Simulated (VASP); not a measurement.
# BAs (F-43m) in VASP: settings compared

Aim: see how the results for BAs move with the level of theory and the settings. Levels: PBE+D3(BJ), PBE, LDA. Tasks: single point, relaxation of cell and atoms.

All numbers are computed with VASP 6.6.1; they aren't measurements. Logs are shortened: lines on timing, memory, paths and dates and some standing lists are left out, and cuts for length are marked.

**1. The cell of the first run**

It takes space group F-43m (No. 216, cubic). The conventional cell has a = 4.764 Å, b = 4.764 Å, c = 4.764 Å, α = 90.00°, β = 90.00°, γ = 90.00°. Within 2.7 Å of As (site symmetry -43m) lie 4 B at 2.06 Å. B (site symmetry -43m) has 4 As at 2.06 Å within 2.7 Å.

**2. Single point, PBE+D3(BJ)**

File INCAR:

```
PREC = Accurate
ENCUT = 500
EDIFF = 1E-6
ISMEAR = -1
SIGMA = 0.05
LREAL = F
LASPH = T
NELM = 120
ALGO = Normal
ISIF = 2
LWAVE = F
LCHARG = F
GGA = PE
IVDW = 12
NBANDS = 11
GGA_COMPAT = F
```

File KPOINTS:

```
Automatic mesh
0
Gamma
  10 10 10
```

File POSCAR:

```
BAs
1.0
    0.0000000000      2.3820868057      2.3820868057
    2.3820868057      0.0000000000      2.3820868057
    2.3820868057      2.3820868057      0.0000000000
As B
1 1
Direct
    0.7500000000      0.7500000000      0.7500000000
    0.0000000000      0.0000000000      0.0000000000
```

Potentials or basis: VASP PAW PBE potentials, release 64 (As, B).

The run is started by

```sh
$ cat potpaw_PBE.64/As/POTCAR potpaw_PBE.64/B/POTCAR > POTCAR
$ mpirun -np 1 vasp_std > vasp.out
```

OUTCAR:

```text
PREC = Accurate
   ENCUT = 500
   EDIFF = 1E-6
   ISMEAR = -1
   LREAL = F
   LASPH = T
   NELM = 120
   ISIF = 2
   GGA = PE
   IVDW = 12
 IVDW          = 12

 ion  position               nearest neighbor table
   1  0.750  0.750  0.750-   2 2.06   2 2.06   2 2.06   2 2.06
   2  0.000  0.000  0.000-   1 2.06   1 2.06   1 2.06   1 2.06

  LATTYP: Found a face centered cubic cell.
 ALAT       =     4.7641736114

  Lattice vectors:

 A1 = (   0.0000000000,   2.3820868057,   2.3820868057)
 A2 = (   2.3820868057,   0.0000000000,   2.3820868057)
 A3 = (   2.3820868057,   2.3820868057,   0.0000000000)

Analysis of symmetry for initial positions (statically):
=====================================================================
 Subroutine PRICEL returns:
 Original cell was already a primitive cell.

 Routine SETGRP: Setting up the symmetry group for a
 face centered cubic supercell.

 Subroutine GETGRP returns: Found 24 space group operations
 (whereof 24 operations were pure point group operations)
 out of a pool of 48 trial point group operations.

The static configuration has the point symmetry T_d .

Analysis of symmetry for dynamics (positions and initial velocities):
=====================================================================
 Subroutine PRICEL returns:
 Original cell was already a primitive cell.

 Routine SETGRP: Setting up the symmetry group for a
 face centered cubic supercell.

 Subroutine GETGRP returns: Found 24 space group operations
 (whereof 24 operations were pure point group operations)
 out of a pool of 48 trial point group operations.

The dynamic configuration has the point symmetry T_d .

 Subroutine INISYM returns: Found 24 space group operations
 (whereof 24 operations are pure point group operations),
 and found     1 'primitive' translations

----------------------------------------------------------------------------------------

                                     Primitive cell

  volume of cell :      27.0335

  direct lattice vectors                    reciprocal lattice vectors
     0.000000000  2.382086806  2.382086806    -0.209899991  0.209899991  0.209899991
     2.382086806  0.000000000  2.382086806     0.209899991 -0.209899991  0.209899991
     2.382086806  2.382086806  0.000000000     0.209899991  0.209899991 -0.209899991

  length of vectors
     3.368779467  3.368779467  3.368779467     0.363557450  0.363557450  0.363557450

  position of ions in fractional coordinates (direct lattice)
     0.750000000  0.750000000  0.750000000
     0.000000000  0.000000000  0.000000000

  ion indices of the primitive-cell ions
   primitive index   ion index
                 1           1
                 2           2

----------------------------------------------------------------------------------------

 KPOINTS: Automatic mesh

Automatic generation of k-mesh.
 Grid dimensions read from file:
 generate k-points for:   10   10   10

 Generating k-lattice:

  Cartesian coordinates                     Fractional coordinates (reciprocal lattice)
    -0.020989999  0.020989999  0.020989999     0.100000000  0.000000000  0.000000000
     0.020989999 -0.020989999  0.020989999     0.000000000  0.100000000  0.000000000
     0.020989999  0.020989999 -0.020989999     0.000000000  0.000000000  0.100000000

  Length of vectors
     0.036355745  0.036355745  0.036355745

  Shift w.r.t. Gamma in fractional coordinates (k-lattice)
     0.000000000  0.000000000  0.000000000

 Subroutine IBZKPT returns following result:
 ===========================================

 Found     47 irreducible k-points:

 Following reciprocal coordinates:
            Coordinates               Weight
  0.000000  0.000000  0.000000      1.000000
  0.100000  0.000000  0.000000      8.000000
  0.200000  0.000000  0.000000      8.000000
  0.300000  0.000000  0.000000      8.000000
  0.400000  0.000000  0.000000      8.000000
  0.500000  0.000000  0.000000      4.000000
[... 16 lines left out ...]
  0.300000  0.300000  0.000000      6.000000
  0.400000  0.300000  0.000000     24.000000
 [... further k-points ...]
   k-points           NKPTS =     47   k-points in BZ     NKDIM =     47   number of bands    NBANDS=     11
   number of dos      NEDOS =    301   number of ions     NIONS =      2
   total plane-waves  NPLWV =  21952
   dimension x,y,z NGX =    28 NGY =   28 NGZ =   28
   dimension x,y,z NGXF=    56 NGYF=   56 NGZF=   56
   ions per type =               1   1
   NGX,Y,Z   is equivalent  to a cutoff of  13.82, 13.82, 13.82 a.u.
   NGXF,Y,Z  is equivalent  to a cutoff of  27.64, 27.64, 27.64 a.u.
 SYSTEM =  unknown system
   PREC   = accura    normal or accurate (medium, high low for compatibility)
   ISTART =      0    job   : 0-new  1-cont  2-samecut
   ICHARG =      2    charge: 1-file 2-atom 10-const
   ISPIN  =      1    spin polarized calculation?
   LNONCOLLINEAR =      F non collinear calculations
   LSORBIT =      F    spin-orbit coupling
   LASPH  =      T    aspherical Exc in radial PAW
   ENCUT  =  500.0 eV  36.75 Ry    6.06 a.u.   6.14  6.14  6.14*2*pi/ulx,y,z
   NELM   =    120;   NELMIN=  2; NELMDL= -5     # of ELM steps
   EDIFF  = 0.1E-05   stopping-criterion for ELM
   LREAL  =      F    real-space projection
   EDIFFG = 0.1E-04   stopping-criterion for IOM
   NSW    =      0    number of steps for IOM
   IBRION =     -1    ionic relax: 0-MD 1-quasi-New 2-CG
   NFREE  =      0    steps in history (QN), initial steepest desc. (CG)
   ISIF   =      2    stress and relaxation
   ISYM   =      2    0-nonsym 1-usesym 2-fastsym
   POTIM  = 0.5000    time-step for ionic-motion
   TEBEG  =    0.0;   TEEND  =   0.0 temperature during run
   PSTRESS=    0.0 pullay stress
   NELECT =       8.0000    total number of electrons
   NUPDOWN=      -1.0000    fix difference up-down
   EMIN   =  10.00;   EMAX   =-10.00  energy-range for DOS
   EFERMI =   0.00;   METHOD = LEGACY
   ISMEAR =    -1;   SIGMA  =   0.05  broadening in eV -4-tet -1-fermi 0-gaus
   EFERMI_NEDOS =   21; number of points for ismear=-14 and -15
   IALGO  =     38    algorithm
   IMIX   =      4    mixing-type and parameters
     AMIX     =   0.40;   BMIX     =  1.00
     AMIX_MAG =   1.60;   BMIX_MAG =  1.00
  volume/ion in A,a.u.               =      13.52        91.22
  Fermi-wavevector in a.u.,A,eV,Ry     =   1.090948  2.061592 16.193202  1.190167
  Thomas-Fermi vector in A             =   2.227183
   LORBIT       =      0    0 simple, 1 ext, 2 COOP (PROOUT), +10 PAW based schemes
   GGA     = PE    functional components
   LHFCALC =     F    Hartree Fock is set to
   AEXX    =    0.0000 exact exchange contribution
   IVDW    =    12    specifies the selected vdW correction
   LEPSILON=     F    determine dielectric tensor
   LRPA    =     F    only Hartree local field effects (RPA)
 non-spin polarized calculation
  energy-cutoff  :      500.00
  volume of cell :       27.03
 maximum number of plane-waves:       701
 NGX is ok and might be reduce to    28
   NGX = 13   NGY = 13   NGZ = 13

 number of electron       8.0000000 magnetization

 Free energy of the ion-electron system (eV)
  ---------------------------------------------------
  ext. energy  EPLUGINS =         0.00000000
  ---------------------------------------------------
  free energy    TOTEN  =       -11.40059235 eV

  energy without entropy =      -11.40059225  energy(sigma->0) =      -11.40059230

 E-fermi :   6.7820     XC(G=0): -10.6193

 val. band max:        6.2157149245   @ k =   0.0000   0.0000   0.0000
 cond. band min:       7.3827920284   @ k =   0.4000   0.4000   0.0000
 fundamental gap:      1.1670771039
 Fermi energy:         6.7819689951

 k-point     1 :       0.0000    0.0000    0.0000
  band No.  band energies     occupation
      1      -9.2595      2.00000
      2       6.2157      1.99998
      3       6.2157      1.99998
      4       6.2157      1.99998
      5       9.5023      0.00000
      6       9.5023      0.00000
      7       9.5023      0.00000
      8      11.0054      0.00000
      9      15.8378      0.00000
     10      19.1989      0.00000
     11      19.1989      0.00000

 k-point     2 :       0.1000    0.0000    0.0000
  band No.  band energies     occupation
      1      -9.0941      2.00000
      2       4.8154      2.00000
      3       5.9113      2.00000
      4       5.9113      2.00000
      5       9.6666      0.00000
      6       9.9032      0.00000
      7       9.9032      0.00000
      8      11.8593      0.00000
      9      16.4890      0.00000
     10      18.1213      0.00000
     11      18.1213      0.00000

 k-point     3 :       0.2000    0.0000    0.0000
  band No.  band energies     occupation
      1      -8.6060      2.00000
      2       2.4368      2.00000
      3       5.3319      2.00000
      4       5.3319      2.00000
      5       9.4644      0.00000
      6      10.6245      0.00000
      7      10.6245      0.00000
      8      13.4642      0.00000
      9      17.3979      0.00000
     10      17.3979      0.00000
     11      17.4885      0.00000

 k-point     4 :       0.3000    0.0000    0.0000
  band No.  band energies     occupation
      1      -7.8313      2.00000
      2       0.1296      2.00000
      3       4.8201      2.00000
      4       4.8201      2.00000
      5       9.1970      0.00000
      6      11.0248      0.00000
      7      11.0248      0.00000
      8      14.7076      0.00000
      9      17.6120      0.00000
     10      17.8531      0.00000
     11      17.8531      0.00000
[... 239 lines left out ...]
 k-point    22 :      -0.2000    0.2000    0.0000
  band No.  band energies     occupation
      1      -7.5657      2.00000
      2       0.7236      2.00000
      3       2.1081      2.00000
      4       4.9127      2.00000
      5      10.1793      0.00000
      6      11.3550      0.00000
      7      12.2591      0.00000
      8      13.2626      0.00000
      9      16.1114      0.00000
     10      18.8946      0.00000
     11      20.4819      0.00000

 k-point    23 :       0.3000    0.3000    0.0000
  band No.  band energies     occupation
      1      -7.3282      2.00000
      2       0.9921      2.00000
      3       2.9991      2.00000
      4       2.9991      2.00000
      5       7.6058      0.00000
      6       9.8771      0.00000
      7      14.7203      0.00000
      8      14.7203      0.00000
      9      17.2876      0.00000
     10      21.3557      0.00000
     11      21.3752      0.00000

 k-point    24 :       0.4000    0.3000    0.0000
  band No.  band energies     occupation
      1      -6.5932      2.00000
      2      -0.2638      2.00000
      3       2.2056      2.00000
      4       2.7001      2.00000
      5       7.9076      0.00000
      6       9.6140      0.00000
      7      15.1092      0.00000
      8      15.3373      0.00000
      9      18.3397      0.00000
     10      22.1366      0.00000
     11      22.1400      0.00000

 [... further k-points ...]

------------------------ aborting loop because EDIFF is reached ----------------------------------------

 Edisp (eV)   -0.66514

 E8    (eV) :    -0.2644

  FORCE on cell =-STRESS in cart. coord.  units (eV):
  Direction    XX          YY          ZZ          XY          YZ          ZX
  --------------------------------------------------------------------------------------
  -------------------------------------------------------------------------------------
  Total       0.11590     0.11590     0.11590    -0.00000     0.00000     0.00000
  in kB       6.86904     6.86904     6.86904    -0.00000     0.00000     0.00000
  external pressure =        6.87 kB  Pullay stress =        0.00 kB

 VOLUME and BASIS-vectors are now :
 -----------------------------------------------------------------------------
  energy-cutoff  :      500.00
  volume of cell :       27.03
      direct lattice vectors                 reciprocal lattice vectors
     0.000000000  2.382086806  2.382086806    -0.209899991  0.209899991  0.209899991
     2.382086806  0.000000000  2.382086806     0.209899991 -0.209899991  0.209899991
     2.382086806  2.382086806  0.000000000     0.209899991  0.209899991 -0.209899991

 POSITION                                       TOTAL-FORCE (eV/Angst)
 -----------------------------------------------------------------------------------
      3.57313      3.57313      3.57313        -0.000000      0.000000      0.000000
      0.00000      0.00000      0.00000         0.000000     -0.000000     -0.000000
 -----------------------------------------------------------------------------------
    total drift:                                0.000000      0.000000      0.000000

  FREE ENERGIE OF THE ION-ELECTRON SYSTEM (eV)
  ---------------------------------------------------
  free  energy   TOTEN  =       -12.0657337751 eV

  energy  without entropy=      -12.0657336806  energy(sigma->0) =      -12.06573373
```

Run time: 6.8 s. Hardware: 1 thread of Intel Xeon 6975P-C (Granite Rapids), shared host; peak memory 0.17 GiB.

Results:

* Free energy: -12.0657 eV
* Pressure: 0.7 GPa
* Band gap on the k mesh: 1.17 eV (least direct gap 3.29 eV)
* Dispersion energy per atom: -0.333 eV

**3. Relaxation of cell and atoms, PBE+D3(BJ)**

This run uses another cell than the first one, of 13.63 Å³/atom.

File INCAR:

```
SYSTEM = BAs
PREC     = Accurate       ! precision mode
ENCUT    = 500            ! plane-wave cutoff, eV
EDIFF    = 1E-7           ! SCF threshold, eV
ISMEAR   = -1             ! smearing method
SIGMA    = 0.05           ! smearing width, eV
LREAL    = .FALSE.        ! projectors in reciprocal space
LASPH    = .TRUE.         ! aspherical terms in the spheres
NELM     = 120            ! most SCF steps
ALGO     = Normal         ! electronic algorithm
ISIF     = 3              ! what is computed and relaxed
LWAVE    = .FALSE.        ! write WAVECAR
LCHARG   = .FALSE.        ! write CHGCAR
GGA      = PE             ! functional
IVDW     = 12             ! dispersion correction
IBRION   = 2              ! ionic algorithm
NSW      = 60             ! ionic steps
EDIFFG   = -0.01          ! ionic threshold
GGA_COMPAT= .FALSE.      
NELMIN   = 4
```

File KPOINTS:

```
Automatic mesh
0
G
  10 10 10
  0 0 0
```

File POSCAR:

```
BAs
1.0
    0.0000000000      2.3885000000      2.3885000000
    2.3885000000      0.0000000000      2.3885000000
    2.3885000000      2.3885000000      0.0000000000
As B
1 1
Direct
    0.7500000000      0.7500000000      0.7500000000
    0.0000000000      0.0000000000      0.0000000000
```

Potentials or basis: VASP PAW PBE potentials, release 64 (As, B).

The run is started by

```sh
$ cat potpaw_PBE.64/As/POTCAR potpaw_PBE.64/B/POTCAR > POTCAR
$ mpirun -np 1 vasp_std > vasp.out
```

Wall time 13 s (1 thread of Intel Xeon 6975P-C (Granite Rapids), shared host); peak memory 0.17 GiB.

It converged, with:

```yaml
Free_energy: -12.0661 eV
Relaxed_volume: 13.58 Å³/atom
Relaxed_cell: a = 3.374 Å, b = 3.374 Å, c = 3.374 Å, α = 60.00°, β = 60.00°, γ = 60.00°
Space_group_after_relaxing_to_0.1_Å: F-43m (No. 216)
Energy_gained_by_relaxing: 0.1 meV/atom
Ionic_steps: 3
Pressure_after_relaxing: 0.0 GPa
Band_gap_on_the_k_mesh: 1.17 eV (least direct gap 3.28 eV)
Dispersion_energy_per_atom: -0.331 eV
```

The path:
| step | energy change (eV) | largest force (eV/Å) | pressure (GPa) | volume (Å³) |
| --- | --- | --- | --- | --- |
| 1 | 0.0000 | 0.0000 | -0.44 | 27.25 |
| 2 | -0.0001 | 0.0000 | 0.32 | 27.11 |
| 3 | -0.0001 | 0.0000 | 0.01 | 27.16 |

Final structure:
```
As B
1.0
     0.00000    2.38592    2.38592
     2.38592    0.00000    2.38592
     2.38592    2.38592    0.00000
As B
1 1
Direct
  0.75000 0.75000 0.75000
  0.00000 0.00000 0.00000
```

Levels at points of the mesh, in eV from the valence-band top:
```tsv
k point	band 2	band 3	band 4	band 5	band 6	band 7
(0.00, 0.00, 0.00)	0.00	0.00	0.00	3.28	3.28	3.28
(0.50, 0.00, 0.00)	-8.81	-1.83	-1.83	2.71	4.78	4.78
(0.50, 0.50, 0.00)	-8.55	-4.09	-4.09	1.42	1.44	11.40
```

**4. Single point, PBE**

This run uses another cell than the first one, of 13.63 Å³/atom.

File INCAR:

```
  ALGO = Normal
  EDIFF = 1E-6
  ENCUT = 520
  GGA = PE
  ISIF = 2
  ISMEAR = -1
  LASPH = True
  LCHARG = True
  LELF = True
  LREAL = False
  LVHAR = True
  LWAVE = False
  NBANDS = 11
  NELM = 80
  PREC = Accurate
  SIGMA = 0.03
```

File KPOINTS:

```
k-points
0
Gamma
  7 7 7
```

POSCAR is that of step 3.

The run is started by

```sh
$ cat potpaw_PBE.64/As/POTCAR potpaw_PBE.64/B/POTCAR > POTCAR
$ mpirun -np 1 vasp_std > vasp.out
```

Wall time 12 s (1 thread of Intel Xeon 8259CL, shared host); peak memory 0.15 GiB.

It converged, with:

```yaml
Free_energy: -11.3999 eV
Pressure: 3.4 GPa
Band_gap_on_the_k_mesh: 1.20 eV (least direct gap 3.28 eV)
```

Levels at points of the mesh, in eV from the valence-band top:
```csv
k point,band 2,band 3,band 4,band 5,band 6,band 7
"(0.00, 0.00, 0.00)",0.00,0.00,0.00,3.28,3.28,3.28
```

Caveat: the cell stands under pressure; an odd mesh through Γ misses points on the zone boundary, where band edges can lie.

(Part 1 of 2 ends here.)
